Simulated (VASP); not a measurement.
# Os (P6_3/mmc) in VASP: relaxation of cell and atoms with LDA

Aim: the relaxation of cell and atoms of Os with LDA.

Program: VASP 6.6.1. These are calculated values, not measurements. Logs are shortened: lines on timing, memory, paths and dates and some standing lists are left out, and cuts for length are marked.

### Step 1. The cell of the first run

The structure is hexagonal, space group P6_3/mmc (No. 194). The conventional cell has a = 2.705 Å, b = 2.705 Å, c = 8.834 Å, α = 90.00°, β = 90.00°, γ = 120.00°. Os (site symmetry -3m) has 12 Os at 2.70 Å within 3.6 Å. Within 3.6 Å of Os (site symmetry -6m2) lie 12 Os at 2.70 Å.

### Step 2. Relaxation of cell and atoms, LDA

Input file INCAR:

```
ALGO = Normal
EDIFF = 1E-6
EDIFFG = -0.01
ENCUT = 600
GGA = CA
IBRION = 2
ISIF = 3
ISMEAR = -1
LASPH = True
LCHARG = False
LREAL = False
LWAVE = False
NELM = 100
NSW = 80
PREC = Accurate
SIGMA = 0.1
```

Input file KPOINTS:

```
k-points
0
Gamma
  13 13 4
```

Input file POSCAR:

```
Os
1.0
    2.7047363762      0.0000000000      0.0000000000
   -1.3523681881      2.3423704123      0.0000000000
    0.0000000000      0.0000000000      8.8336690046
Os
4
Direct
    0.0000000000      0.0000000000      0.0000000000
    0.0000000000      0.0000000000      0.5000000000
    0.3333333333      0.6666666667      0.2500000000
    0.6666666667      0.3333333333      0.7500000000
```

Potentials or basis: VASP PAW LDA potentials, release 64 (Os).

Command:

```
cat potpaw_LDA.64/Os/POTCAR > POTCAR
mpirun -np 1 vasp_std > vasp.out
```

OUTCAR:

```text
EDIFF = 1E-6
   EDIFFG = -0.01
   ENCUT = 600
   GGA = CA
   IBRION = 2
   ISIF = 3
   ISMEAR = -1
   LASPH = True
   LREAL = False
   NELM = 100
   NSW = 80
   PREC = Accurate

 ion  position               nearest neighbor table
   1  0.000  0.000  0.000-   3 2.70   4 2.70   3 2.70   4 2.70   4 2.70   3 2.70
   2  0.000  0.000  0.500-   3 2.70   4 2.70   3 2.70   4 2.70   4 2.70   3 2.70
   3  0.333  0.667  0.250-   1 2.70   2 2.70   1 2.70   2 2.70   1 2.70   2 2.70
   4  0.667  0.333  0.750-   1 2.70   2 2.70   1 2.70   2 2.70   1 2.70   2 2.70

  LATTYP: Found a hexagonal cell.
 ALAT       =     2.7047363762
 C/A-ratio  =     3.2660000000

  Lattice vectors:

 A1 = (   2.7047363762,   0.0000000000,   0.0000000000)
 A2 = (  -1.3523681881,   2.3423704123,   0.0000000000)
 A3 = (   0.0000000000,   0.0000000000,   8.8336690046)

Analysis of symmetry for initial positions (statically):
=====================================================================
 Subroutine PRICEL returns:
 Original cell was already a primitive cell.

 Routine SETGRP: Setting up the symmetry group for a
 hexagonal supercell.

 Subroutine GETGRP returns: Found 24 space group operations
 (whereof 12 operations were pure point group operations)
 out of a pool of 24 trial point group operations.

The static configuration has the point symmetry D_3d.
 The point group associated with its full space group is D_6h.

Analysis of symmetry for dynamics (positions and initial velocities):
=====================================================================
 Subroutine PRICEL returns:
 Original cell was already a primitive cell.

 Routine SETGRP: Setting up the symmetry group for a
 hexagonal supercell.

 Subroutine GETGRP returns: Found 24 space group operations
 (whereof 12 operations were pure point group operations)
 out of a pool of 24 trial point group operations.

The dynamic configuration has the point symmetry D_3d.
 The point group associated with its full space group is D_6h.

 Subroutine INISYM returns: Found 24 space group operations
 (whereof 12 operations are pure point group operations),
 and found     1 'primitive' translations

----------------------------------------------------------------------------------------

                                     Primitive cell

  volume of cell :      55.9657

  direct lattice vectors                    reciprocal lattice vectors
     2.704736376  0.000000000  0.000000000     0.369721799  0.213458980  0.000000000
    -1.352368188  2.342370412  0.000000000     0.000000000  0.426917961  0.000000000
     0.000000000  0.000000000  8.833669005     0.000000000  0.000000000  0.113203245

  length of vectors
     2.704736376  2.704736376  8.833669005     0.426917961  0.426917961  0.113203245

  position of ions in fractional coordinates (direct lattice)
     0.000000000  0.000000000  0.000000000
     0.000000000  0.000000000  0.500000000
     0.333333333  0.666666667  0.250000000
     0.666666667  0.333333333  0.750000000

  ion indices of the primitive-cell ions
   primitive index   ion index
                 1           1
                 2           2
                 3           3
                 4           4

----------------------------------------------------------------------------------------

 KPOINTS: k-points

Automatic generation of k-mesh.
 Grid dimensions read from file:
 generate k-points for:   13   13    4

 Generating k-lattice:

  Cartesian coordinates                     Fractional coordinates (reciprocal lattice)
     0.028440138  0.016419922  0.000000000     0.076923077  0.000000000  0.000000000
     0.000000000  0.032839843  0.000000000     0.000000000  0.076923077  0.000000000
     0.000000000  0.000000000  0.028300811     0.000000000  0.000000000  0.250000000

  Length of vectors
     0.032839843  0.032839843  0.028300811

  Shift w.r.t. Gamma in fractional coordinates (k-lattice)
     0.000000000  0.000000000  0.000000000

 Subroutine IBZKPT returns following result:
 ===========================================

 Found     63 irreducible k-points:

 Following reciprocal coordinates:
            Coordinates               Weight
  0.000000  0.000000  0.000000      1.000000
  0.076923 -0.000000  0.000000      6.000000
  0.153846  0.000000  0.000000      6.000000
  0.230769  0.000000  0.000000      6.000000
  0.307692  0.000000  0.000000      6.000000
  0.384615 -0.000000  0.000000      6.000000
[... 16 lines left out ...]
  0.076923 -0.000000  0.250000     12.000000
  0.153846  0.000000  0.250000     12.000000
 [... further k-points ...]
   k-points           NKPTS =     63   k-points in BZ     NKDIM =     63   number of bands    NBANDS=     20
   number of dos      NEDOS =    301   number of ions     NIONS =      4
   total plane-waves  NPLWV =  41472
   dimension x,y,z NGX =    24 NGY =   24 NGZ =   72
   dimension x,y,z NGXF=    48 NGYF=   48 NGZF=  144
   ions per type =               4
   NGX,Y,Z   is equivalent  to a cutoff of  14.75, 14.75, 13.55 a.u.
   NGXF,Y,Z  is equivalent  to a cutoff of  29.50, 29.50, 27.10 a.u.
 SYSTEM =  unknown system
   PREC   = accura    normal or accurate (medium, high low for compatibility)
   ISTART =      0    job   : 0-new  1-cont  2-samecut
   ICHARG =      2    charge: 1-file 2-atom 10-const
   ISPIN  =      1    spin polarized calculation?
   LNONCOLLINEAR =      F non collinear calculations
   LSORBIT =      F    spin-orbit coupling
   LASPH  =      T    aspherical Exc in radial PAW
   ENCUT  =  600.0 eV  44.10 Ry    6.64 a.u.   5.40  5.40 17.64*2*pi/ulx,y,z
   NELM   =    100;   NELMIN=  2; NELMDL= -5     # of ELM steps
   EDIFF  = 0.1E-05   stopping-criterion for ELM
   LREAL  =      F    real-space projection
   EDIFFG = -.1E-01   stopping-criterion for IOM
   NSW    =     80    number of steps for IOM
   IBRION =      2    ionic relax: 0-MD 1-quasi-New 2-CG
   NFREE  =      1    steps in history (QN), initial steepest desc. (CG)
   ISIF   =      3    stress and relaxation
   ISYM   =      2    0-nonsym 1-usesym 2-fastsym
   POTIM  = 0.5000    time-step for ionic-motion
   TEBEG  =    0.0;   TEEND  =   0.0 temperature during run
   PSTRESS=    0.0 pullay stress
   NELECT =      32.0000    total number of electrons
   NUPDOWN=      -1.0000    fix difference up-down
   EMIN   =  10.00;   EMAX   =-10.00  energy-range for DOS
   EFERMI =   0.00;   METHOD = LEGACY
   ISMEAR =    -1;   SIGMA  =   0.10  broadening in eV -4-tet -1-fermi 0-gaus
   EFERMI_NEDOS =   21; number of points for ismear=-14 and -15
   IALGO  =     38    algorithm
   IMIX   =      4    mixing-type and parameters
     AMIX     =   0.40;   BMIX     =  1.00
     AMIX_MAG =   1.60;   BMIX_MAG =  1.00
  volume/ion in A,a.u.               =      13.99        94.42
  Fermi-wavevector in a.u.,A,eV,Ry     =   1.358786  2.567733 25.120415  1.846298
  Thomas-Fermi vector in A             =   2.485589
   LORBIT       =      0    0 simple, 1 ext, 2 COOP (PROOUT), +10 PAW based schemes
   GGA     = CA    functional components
   LHFCALC =     F    Hartree Fock is set to
   AEXX    =    0.0000 exact exchange contribution
   IVDW    =     0    specifies the selected vdW correction
   LEPSILON=     F    determine dielectric tensor
   LRPA    =     F    only Hartree local field effects (RPA)
 conjugate gradient relaxation of ions
 non-spin polarized calculation
  energy-cutoff  :      600.00
  volume of cell :       55.97
 maximum number of plane-waves:      1908
 NGX is ok and might be reduce to    24
   NGX = 11   NGY = 11   NGZ = 35

--------------------------------------- Ionic step        1  -------------------------------------------

 number of electron      32.0000001 magnetization

 Free energy of the ion-electron system (eV)
  ---------------------------------------------------
  ext. energy  EPLUGINS =         0.00000000
  ---------------------------------------------------
  free energy    TOTEN  =       -50.19757472 eV

  energy without entropy =      -50.07088279  energy(sigma->0) =      -50.13422876

------------------------ aborting loop because EDIFF is reached ----------------------------------------

  FORCE on cell =-STRESS in cart. coord.  units (eV):
  Direction    XX          YY          ZZ          XY          YZ          ZX
  --------------------------------------------------------------------------------------
  -------------------------------------------------------------------------------------
  Total       -1.0173976     -1.0173976     -4.5261936      0.0000000      0.0000000      0.0000000
  in kB      -29.1259212    -29.1259212   -129.5752541      0.0000000      0.0000000      0.0000000
  external PRESSURE =     -62.6090322 kB  Pullay stress =       0.0000000 kB
[... 23 lines left out ...]
  energy  without entropy=      -50.0708827939  energy(sigma->0) =      -50.13422876

--------------------------------------- Ionic step        2  -------------------------------------------

 number of electron      31.9999999 magnetization

 E-fermi :  10.6689     XC(G=0): -14.6355

 val. band max:       10.6668082987   @ k =   0.3077   0.1538   0.5000
 cond. band min:      10.6727136728   @ k =   0.0769   0.0769   0.2500
 fundamental gap:      0.0059053741
 Fermi energy:        10.6689132527

 k-point     1 :       0.0000    0.0000    0.0000
  band No.  band energies     occupation
      1      -0.9178      2.00000
      2       1.6845      2.00000
      3       1.6900      2.00000
      4       2.1452      2.00000
      5       6.7586      2.00000
      6       6.8043      2.00000
[... 12 lines left out ...]
     19      10.5141      1.64930
[... 679 lines left out ...]
  energy  without entropy=      -50.0969308244  energy(sigma->0) =      -50.15913486

--------------------------------------- Ionic step        6  -------------------------------------------

 number of electron      31.9999999 magnetization

 Free energy of the ion-electron system (eV)
  ---------------------------------------------------
  ext. energy  EPLUGINS =         0.00000000
  ---------------------------------------------------
  free energy    TOTEN  =       -50.23392282 eV

  energy without entropy =      -50.10995485  energy(sigma->0) =      -50.17193883

 E-fermi :   9.5932     XC(G=0): -14.2593

 val. band max:        9.5844457390   @ k =   0.1538   0.0000   0.2500
 cond. band min:       9.6026615515   @ k =   0.4615   0.0769   0.0000
 fundamental gap:      0.0182158125
 Fermi energy:         9.5931972581

 k-point     1 :       0.0000    0.0000    0.0000
  band No.  band energies     occupation
      1      -1.3860      2.00000
      2       0.9974      2.00000
      3       1.0060      2.00000
      4       1.7072      2.00000
      5       5.8657      2.00000
      6       5.8965      2.00000
[... 12 lines left out ...]
     19       9.6057      0.93736
[... 561 lines left out ...]
  FREE ENERGIE OF THE ION-ELECTRON SYSTEM (eV)
  ---------------------------------------------------
  free  energy   TOTEN  =       -50.2339228158 eV

  energy  without entropy=      -50.1099548537  energy(sigma->0) =      -50.17193883

 reached required accuracy - stopping structural energy minimisation
```

It took 11 min on 1 thread of Oxide Virtual Turin-like, shared host; peak memory 0.18 GiB.

Results:

| Item | Value |
| --- | --- |
| Free energy | -50.2339 eV |
| Relaxed volume | 13.79 Å³/atom |
| Relaxed cell | a = 2.707 Å, b = 2.707 Å, c = 8.691 Å, α = 90.00°, β = 90.00°, γ = 120.00° |
| Space group after relaxing (to 0.1 Å) | P6_3/mmc (No. 194) |
| Energy gained by relaxing | 9.1 meV/atom |
| Ionic steps | 6 |
| Pressure after relaxing | 0.0 GPa |

Step by step:
```tsv
step	energy change (eV)	largest force (eV/Å)	pressure (GPa)	volume (Å³)
1	0.0000	0.0000	-6.26	55.97
2	0.3914	0.0000	35.74	51.62
3	-0.0314	0.0000	1.21	55.01
4	-0.0315	0.0000	1.58	54.97
5	-0.0238	0.0000	-2.33	55.48
6	-0.0363	0.0000	-0.02	55.17
```

Final structure:
```yaml
crystal:
  lattice:
    - [2.70725, 0.00000, 0.00000]
    - [-1.35363, 2.34455, 0.00000]
    - [0.00000, 0.00000, 8.69125]
  atoms:
    - { symbol: Os, position: [0.00000, 0.00000, 0.00000] }
    - { symbol: Os, position: [0.00000, 0.00000, 0.50000] }
    - { symbol: Os, position: [0.33333, 0.66667, 0.25000] }
    - { symbol: Os, position: [0.66667, 0.33333, 0.75000] }
```

Levels at points of the mesh, in eV from the Fermi level:
| k point | band 12 | band 13 | band 14 | band 15 | band 16 | band 17 | band 18 | band 19 | band 20 |
| --- | --- | --- | --- | --- | --- | --- | --- | --- | --- |
| (0.00, 0.00, 0.00) | -2.70 | -2.70 | -2.55 | -2.55 | -0.87 | -0.87 | -0.02 | 0.01 | 0.01 |
| (0.00, 0.00, 0.50) | -2.92 | -2.92 | -2.92 | -1.94 | -1.94 | -0.34 | -0.34 | -0.34 | -0.34 |

Caveat: the highest band is partly filled, so the run has too few bands; spin-orbit coupling is left out, which moves the levels of the heavy elements.
